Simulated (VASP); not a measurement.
Crystal: Hf.

```
Hf
1.0
    -1.80500    1.80500    1.80500
     1.80500   -1.80500    1.80500
     1.80500    1.80500   -1.80500
Hf
1
Direct
  0.00000 0.00000 0.00000
```

| Property | Result |
| --- | --- |
| Program | VASP 6.6.1 |
| Task | relaxation of cell and atoms |
| Functional | PBEsol |
| Potentials or basis | VASP PAW PBE potentials, release 64 (Hf_pv) |
| Cutoff | 500 eV |
| k mesh | 7 × 7 × 7 |
| Occupations | methfessel-paxton, width 0.05 eV |
| Spin | no spin polarisation |

At the start: pressure -8.4 GPa; volume 23.52 Å³/atom.

Task: Where does the relaxation end?

Result: Over 4 steps the energy falls by 51.9 meV/atom and the volume is 21.66 Å³/atom (-7.9 %); space group Im-3m (No. 229, to 0.05 Å).

Step by step:
| step | energy change (eV) | largest force (eV/Å) | pressure (GPa) | volume (Å³) |
| --- | --- | --- | --- | --- |
| 1 | 0.0000 | 0.0000 | -8.36 | 23.52 |
| 2 | 0.0317 | 0.0000 | 12.67 | 19.58 |
| 3 | -0.0517 | 0.0000 | -0.53 | 21.76 |
| 4 | -0.0519 | 0.0000 | 0.03 | 21.66 |

Final structure:
```
Hf
1.0
    -1.75603    1.75603    1.75603
     1.75603   -1.75603    1.75603
     1.75603    1.75603   -1.75603
Hf
1
Direct
  0.00000 0.00000 0.00000
```

Caveat: the PAW data sets were made with another functional, which shifts forces and pressure a little.
